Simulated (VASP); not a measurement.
# Cs2LiBe6Ga (P-3m1) in VASP: single point with r2SCAN

Aim: the single point of Cs2LiBe6Ga with r2SCAN.

All numbers are computed with VASP 6.6.1; they aren't measurements. Logs are shortened: lines on timing, memory, paths and dates and some standing lists are left out, and cuts for length are marked.

### Step 1. The cell of the first run

The structure is trigonal, space group P-3m1 (No. 164). The conventional cell has a = 6.063 Å, b = 6.063 Å, c = 4.935 Å, α = 90.00°, β = 90.00°, γ = 120.00°. Within 3.0 Å of Li (site symmetry -3m) lie 6 Be at 2.24 Å and 2 Ga at 2.47 Å. Within 3.6 Å of Cs (site symmetry 3m) lie 6 Be at 2.77 Å and 3 Ga at 3.50 Å and 3 Cs at 3.50 Å. Be (site symmetry m) has 4 Be at 2.18 to 2.24 Å and 1 Li at 2.24 Å and 2 Cs at 2.77 Å within 2.9 Å. Within 3.6 Å of Ga (site symmetry -3m) lie 2 Li at 2.47 Å and 12 Be at 3.32 to 3.35 Å and 6 Cs at 3.50 Å.

### Step 2. Single point, r2SCAN

The input, POSCAR:

```
Cs2LiBe6Ga
1.0
    3.0315093234      5.2507281718      0.0000000000
   -3.0315093234      5.2507281718      0.0000000000
    0.0000000000      0.0000000000      4.9346330000
Li Cs Be Ga
1 2 6 1
Direct
    0.0000000000      0.0000000000      0.5000000000
    0.3333333333      0.3333333333      0.0044445691
    0.6666666667      0.6666666667      0.9955554309
    0.2132678066      0.2132678066      0.5035076172
    0.5734643869      0.2132678066      0.5035076172
    0.2132678066      0.5734643869      0.5035076172
    0.4265356131      0.7867321934      0.4964923828
    0.7867321934      0.7867321934      0.4964923828
    0.7867321934      0.4265356131      0.4964923828
    0.0000000000      0.0000000000      0.0000000000
```

The input, INCAR.step1:

```
SYSTEM = Cs2LiBe6Ga
PREC = Accurate ; ENCUT = 520
ISMEAR = -1 ; SIGMA = 0.1
LREAL = .False. ; LASPH = .True.
NELM = 80 ; NBANDS = 34
GGA = PE ; ALGO = Normal
EDIFF = 1E-4 ; LWAVE = .True.
LCHARG = .False.
```

The input, INCAR.step2:

```
SYSTEM = Cs2LiBe6Ga
PREC = Accurate ; ENCUT = 520
EDIFF = 1E-7 ; ISMEAR = -1
SIGMA = 0.1 ; LREAL = .False.
LASPH = .True. ; NELM = 80
ALGO = Normal ; ISIF = 2
LWAVE = .False. ; LCHARG = .True.
METAGGA = R2SCAN ; LMIXTAU = .True.
LELF = .True. ; LVHAR = .True.
NBANDS = 34 ; ISTART = 1
```

The input, KPOINTS:

```
regular mesh
0
Gamma
  5 5 6
  0 0 0
```

Potentials or basis: VASP PAW PBE potentials, release 64 (Li_sv, Cs_sv, Be, Ga_d).

Started as:

```
cat potpaw_PBE.64/Li_sv/POTCAR potpaw_PBE.64/Cs_sv/POTCAR potpaw_PBE.64/Be/POTCAR potpaw_PBE.64/Ga_d/POTCAR > POTCAR
cp INCAR.step1 INCAR
mpirun -np 1 vasp_std > vasp.out
cp INCAR.step2 INCAR
mpirun -np 1 vasp_std > vasp.out
```

OUTCAR:

```text
SYSTEM = Cs2LiBe6Ga
   PREC = Accurate
   ENCUT = 520
   EDIFF = 1E-7
   ISMEAR = -1
   LREAL = .False.
   LASPH = .True.
   NELM = 80
   ISIF = 2
   METAGGA = R2SCAN
   ISTART = 1

 ion  position               nearest neighbor table
   1  0.000  0.000  0.500-   5 2.24   6 2.24   7 2.24   9 2.24   8 2.24   4 2.24  10 2.47  10 2.47

   2  0.333  0.333  0.004-   4 2.77   5 2.77   6 2.77   4 2.77   5 2.77   6 2.77
   3  0.667  0.667  0.996-   8 2.77   7 2.77   9 2.77   8 2.77   9 2.77   7 2.77
   4  0.213  0.213  0.504-   5 2.18   6 2.18   1 2.24   7 2.24   9 2.24   2 2.77   2 2.77
   5  0.573  0.213  0.504-   6 2.18   4 2.18   1 2.24   9 2.24   8 2.24   2 2.77   2 2.77
   6  0.213  0.573  0.504-   5 2.18   4 2.18   1 2.24   7 2.24   8 2.24   2 2.77   2 2.77
   7  0.427  0.787  0.496-   9 2.18   8 2.18   1 2.24   6 2.24   4 2.24   3 2.77   3 2.77
   8  0.787  0.787  0.496-   7 2.18   9 2.18   1 2.24   5 2.24   6 2.24   3 2.77   3 2.77
   9  0.787  0.427  0.496-   7 2.18   8 2.18   1 2.24   5 2.24   4 2.24   3 2.77   3 2.77
  10  0.000  0.000  0.000-   1 2.47   1 2.47

  LATTYP: Found a hexagonal cell.
 ALAT       =     6.0630186468
 C/A-ratio  =     0.8138904541

  Lattice vectors:

 A1 = (   3.0315093234,  -5.2507281718,   0.0000000000)
 A2 = (   3.0315093234,   5.2507281718,   0.0000000000)
 A3 = (   0.0000000000,   0.0000000000,   4.9346330000)

Analysis of symmetry for initial positions (statically):
=====================================================================
 Subroutine PRICEL returns:
 Original cell was already a primitive cell.

 Routine SETGRP: Setting up the symmetry group for a
 hexagonal supercell.

 Subroutine GETGRP returns: Found 12 space group operations
 (whereof 12 operations were pure point group operations)
 out of a pool of 24 trial point group operations.

The static configuration has the point symmetry D_3d.

Analysis of symmetry for dynamics (positions and initial velocities):
=====================================================================
 Subroutine PRICEL returns:
 Original cell was already a primitive cell.

 Routine SETGRP: Setting up the symmetry group for a
 hexagonal supercell.

 Subroutine GETGRP returns: Found 12 space group operations
 (whereof 12 operations were pure point group operations)
 out of a pool of 24 trial point group operations.

The dynamic configuration has the point symmetry D_3d.

 Subroutine INISYM returns: Found 12 space group operations
 (whereof 12 operations are pure point group operations),
 and found     1 'primitive' translations

----------------------------------------------------------------------------------------

                                     Primitive cell

  volume of cell :     157.0953

  direct lattice vectors                    reciprocal lattice vectors
     3.031509323  5.250728172  0.000000000     0.164934343  0.095224888  0.000000000
    -3.031509323  5.250728172  0.000000000    -0.164934343  0.095224888  0.000000000
     0.000000000  0.000000000  4.934633000     0.000000000  0.000000000  0.202649316

  length of vectors
     6.063018647  6.063018647  4.934633000     0.190449775  0.190449775  0.202649316

  position of ions in fractional coordinates (direct lattice)
     0.000000000  0.000000000  0.500000000
     0.333333333  0.333333333  0.004444569
     0.666666667  0.666666667  0.995555431
     0.213267807  0.213267807  0.503507617
     0.573464387  0.213267807  0.503507617
     0.213267807  0.573464387  0.503507617
     0.426535613  0.786732193  0.496492383
     0.786732193  0.786732193  0.496492383
     0.786732193  0.426535613  0.496492383
     0.000000000  0.000000000  0.000000000

  ion indices of the primitive-cell ions
   primitive index   ion index
                 1           1
                 2           2
                 3           3
                 4           4
                 5           5
                 6           6
                 7           7
                 8           8
                 9           9
                10          10

----------------------------------------------------------------------------------------

 KPOINTS: regular mesh

Automatic generation of k-mesh.
 Grid dimensions read from file:
 generate k-points for:    5    5    6

 Generating k-lattice:

  Cartesian coordinates                     Fractional coordinates (reciprocal lattice)
     0.032986869  0.019044978  0.000000000     0.200000000  0.000000000  0.000000000
    -0.032986869  0.019044978  0.000000000     0.000000000  0.200000000  0.000000000
     0.000000000  0.000000000  0.033774886     0.000000000  0.000000000  0.166666667

  Length of vectors
     0.038089955  0.038089955  0.033774886

  Shift w.r.t. Gamma in fractional coordinates (k-lattice)
     0.000000000  0.000000000  0.000000000

 Subroutine IBZKPT returns following result:
 ===========================================

 Found     24 irreducible k-points:

 Following reciprocal coordinates:
            Coordinates               Weight
  0.000000  0.000000  0.000000      1.000000
  0.200000 -0.000000  0.000000      6.000000
  0.400000  0.000000  0.000000      6.000000
  0.400000  0.200000  0.000000      6.000000
 -0.400000  0.200000  0.000000      6.000000
  0.000000  0.000000  0.166667      2.000000
[... 16 lines left out ...]
  0.400000  0.200000  0.500000      6.000000
 -0.400000  0.200000  0.500000      6.000000
   k-points           NKPTS =     24   k-points in BZ     NKDIM =     24   number of bands    NBANDS=     34
   number of dos      NEDOS =    301   number of ions     NIONS =     10
   total plane-waves  NPLWV =  92160
   dimension x,y,z NGX =    48 NGY =   48 NGZ =   40
   dimension x,y,z NGXF=    96 NGYF=   96 NGZF=   80
   ions per type =               1   2   6   1
   NGX,Y,Z   is equivalent  to a cutoff of  13.16, 13.16, 13.48 a.u.
   NGXF,Y,Z  is equivalent  to a cutoff of  26.32, 26.32, 26.95 a.u.
 SYSTEM =  Cs2LiBe6Ga
   PREC   = accura    normal or accurate (medium, high low for compatibility)
   ISTART =      1    job   : 0-new  1-cont  2-samecut
   ICHARG =      0    charge: 1-file 2-atom 10-const
   ISPIN  =      1    spin polarized calculation?
   LNONCOLLINEAR =      F non collinear calculations
   LSORBIT =      F    spin-orbit coupling
   LASPH  =      T    aspherical Exc in radial PAW
   ENCUT  =  520.0 eV  38.22 Ry    6.18 a.u.  11.27 11.27  9.18*2*pi/ulx,y,z
   NELM   =     80;   NELMIN=  2; NELMDL=  0     # of ELM steps
   EDIFF  = 0.1E-06   stopping-criterion for ELM
   LREAL  =      F    real-space projection
   EDIFFG = 0.1E-05   stopping-criterion for IOM
   NSW    =      0    number of steps for IOM
   IBRION =     -1    ionic relax: 0-MD 1-quasi-New 2-CG
   NFREE  =      0    steps in history (QN), initial steepest desc. (CG)
   ISIF   =      2    stress and relaxation
   ISYM   =      2    0-nonsym 1-usesym 2-fastsym
   POTIM  = 0.5000    time-step for ionic-motion
   TEBEG  =    0.0;   TEEND  =   0.0 temperature during run
   PSTRESS=    0.0 pullay stress
   NELECT =      46.0000    total number of electrons
   NUPDOWN=      -1.0000    fix difference up-down
   EMIN   =  10.00;   EMAX   =-10.00  energy-range for DOS
   EFERMI =   0.00;   METHOD = LEGACY
   ISMEAR =    -1;   SIGMA  =   0.10  broadening in eV -4-tet -1-fermi 0-gaus
   EFERMI_NEDOS =   21; number of points for ismear=-14 and -15
   IALGO  =     38    algorithm
   IMIX   =      4    mixing-type and parameters
     AMIX     =   0.40;   BMIX     =  1.00
     AMIX_MAG =   1.60;   BMIX_MAG =  1.00
  volume/ion in A,a.u.               =      15.71       106.01
  Fermi-wavevector in a.u.,A,eV,Ry     =   1.087109  2.054338 16.079440  1.181806
  Thomas-Fermi vector in A             =   2.223261
   LORBIT       =      0    0 simple, 1 ext, 2 COOP (PROOUT), +10 PAW based schemes
   METAGGA = R2SCAN    functional components
   LHFCALC =     F    Hartree Fock is set to
   AEXX    =    0.0000 exact exchange contribution
   IVDW    =     0    specifies the selected vdW correction
   LEPSILON=     F    determine dielectric tensor
   LRPA    =     F    only Hartree local field effects (RPA)
 non-spin polarized calculation
  energy-cutoff  :      520.00
  volume of cell :      157.10
 maximum number of plane-waves:      4267
 NGX is ok and might be reduce to    48
   NGX = 23   NGY = 23   NGZ = 19

 number of electron      45.9999997 magnetization

 Free energy of the ion-electron system (eV)
  ---------------------------------------------------
  ext. energy  EPLUGINS =         0.00000000
  ---------------------------------------------------
  free energy    TOTEN  =       -80.53341560 eV

  energy without entropy =      -80.42883655  energy(sigma->0) =      -80.48112607

 E-fermi :   4.7324     XC(G=0): -10.4129

 val. band max:        4.7191280402   @ k =   0.2000   0.2000   0.3333
 cond. band min:       4.7407403717   @ k =   0.4000   0.0000   0.1667
 fundamental gap:      0.0216123315
 Fermi energy:         4.7324186812

 k-point     1 :       0.0000    0.0000    0.0000
  band No.  band energies     occupation
      1     -41.8725      2.00000
      2     -19.1624      2.00000
      3     -18.5947      2.00000
      4     -10.5909      2.00000
      5     -10.5840      2.00000
      6     -10.5839      2.00000
[... 26 lines left out ...]
     33      10.0550      0.00000
     34      10.0550      0.00000

 k-point     2 :       0.2000   -0.0000    0.0000
  band No.  band energies     occupation
      1     -41.8724      2.00000
      2     -19.1177      2.00000
      3     -18.6459      2.00000
      4     -10.5919      2.00000
      5     -10.5825      2.00000
      6     -10.5803      2.00000
[... 26 lines left out ...]
     33      10.1736      0.00000
     34      10.3440      0.00000

 k-point     3 :       0.4000    0.0000    0.0000
  band No.  band energies     occupation
      1     -41.8724      2.00000
      2     -19.0119      2.00000
      3     -18.7621      2.00000
      4     -10.5937      2.00000
      5     -10.5801      2.00000
      6     -10.5753      2.00000
[... 26 lines left out ...]
     33       9.1864      0.00000
     34      10.1916      0.00000

 k-point     4 :       0.4000    0.2000    0.0000
  band No.  band energies     occupation
      1     -41.8724      2.00000
      2     -19.0385      2.00000
      3     -18.7335      2.00000
      4     -10.5934      2.00000
      5     -10.5802      2.00000
      6     -10.5767      2.00000
[... 26 lines left out ...]
     33       9.1586      0.00000
     34       9.3747      0.00000

 k-point     5 :      -0.4000    0.2000    0.0000
  band No.  band energies     occupation
      1     -41.8724      2.00000
      2     -18.9466      2.00000
      3     -18.8306      2.00000
      4     -10.5945      2.00000
      5     -10.5783      2.00000
      6     -10.5755      2.00000
[... 621 lines left out ...]
 k-point    22 :       0.4000    0.0000    0.5000
  band No.  band energies     occupation
      1     -41.8723      2.00000
      2     -18.9907      2.00000
      3     -18.7432      2.00000
      4     -10.5983      2.00000
      5     -10.5799      2.00000
      6     -10.5751      2.00000
[... 26 lines left out ...]
     33       9.2997      0.00000
     34       9.3895      0.00000

 k-point    23 :       0.4000    0.2000    0.5000
  band No.  band energies     occupation
      1     -41.8723      2.00000
      2     -19.0170      2.00000
      3     -18.7149      2.00000
      4     -10.5979      2.00000
      5     -10.5799      2.00000
      6     -10.5765      2.00000
[... 26 lines left out ...]
     33       9.1180      0.00000
     34       9.5068      0.00000

 k-point    24 :      -0.4000    0.2000    0.5000
  band No.  band energies     occupation
      1     -41.8724      2.00000
      2     -18.9259      2.00000
      3     -18.8110      2.00000
      4     -10.5991      2.00000
      5     -10.5782      2.00000
      6     -10.5753      2.00000
[... 26 lines left out ...]
     33       8.5848      0.00000
     34       8.6654      0.00000

------------------------ aborting loop because EDIFF is reached ----------------------------------------

  FORCE on cell =-STRESS in cart. coord.  units (eV):
  Direction    XX          YY          ZZ          XY          YZ          ZX
  --------------------------------------------------------------------------------------
  -------------------------------------------------------------------------------------
  Total        4.9068171      4.9068171     21.8739017      0.0000000      0.0000000      0.0000000
  in kB       50.0434397     50.0434397    223.0866284      0.0000000      0.0000000      0.0000000
  external PRESSURE =     107.7245026 kB  Pullay stress =       0.0000000 kB

 VOLUME and BASIS-vectors are now :
 -----------------------------------------------------------------------------
  energy-cutoff  :      520.00
  volume of cell :      157.10
      direct lattice vectors                 reciprocal lattice vectors
     3.031509323  5.250728172  0.000000000     0.164934343  0.095224888  0.000000000
    -3.031509323  5.250728172  0.000000000    -0.164934343  0.095224888  0.000000000
     0.000000000  0.000000000  4.934633000     0.000000000  0.000000000  0.202649316

 POSITION                                       TOTAL-FORCE (eV/Angst)
 -----------------------------------------------------------------------------------
      0.00000      0.00000      2.46732        -0.000000      0.000000      0.000000
      0.00000      3.50049      0.02193         0.000000      0.000000     -0.007807
      0.00000      7.00097      4.91270        -0.000000      0.000000      0.007807
      0.00000      2.23962      2.48463        -0.000000     -0.030942     -0.005922
      1.09194      4.13092      2.48463         0.026797      0.015471     -0.005922
     -1.09194      4.13092      2.48463        -0.026797      0.015471     -0.005922
     -1.09194      6.37054      2.45001        -0.026797     -0.015471      0.005922
      0.00000      8.26183      2.45001        -0.000000      0.030942      0.005922
      1.09194      6.37054      2.45001         0.026797     -0.015471      0.005922
      0.00000      0.00000      0.00000         0.000000      0.000000      0.000000
 -----------------------------------------------------------------------------------
    total drift:                               -0.000000      0.000000      0.000000

  FREE ENERGIE OF THE ION-ELECTRON SYSTEM (eV)
  ---------------------------------------------------
  free  energy   TOTEN  =       -80.5334155985 eV

  energy  without entropy=      -80.4288365479  energy(sigma->0) =      -80.48112607
```

Wall time 5.2 min (1 thread of Intel Xeon Platinum 8488C (Sapphire Rapids), shared host); peak memory 0.4 GiB.

Results:

* Free energy: -80.5334 eV
* Largest force: 0.032 eV/Å
* Band gap on the k mesh: zero (bands 23 and 24 overlap by 0.91 eV)

Forces on the atoms (eV/Å):
```
Li   0.000  0.000  0.000
Cs   0.000  0.000 -0.008
Cs   0.000  0.000  0.008
Be   0.000 -0.031 -0.006
Be   0.027  0.015 -0.006
Be  -0.027  0.015 -0.006
Be  -0.027 -0.015  0.006
Be   0.000  0.031  0.006
Be   0.027 -0.015  0.006
Ga   0.000  0.000  0.000
```

Caveat: the cutoff is under 1.25 times the usual one of these potentials, so pressure, stress and relaxed cells hold a basis-set (Pulay) error; the PAW data sets were made with another functional, which shifts forces and pressure a little; spin-orbit coupling is left out, which moves the levels of the heavy elements.
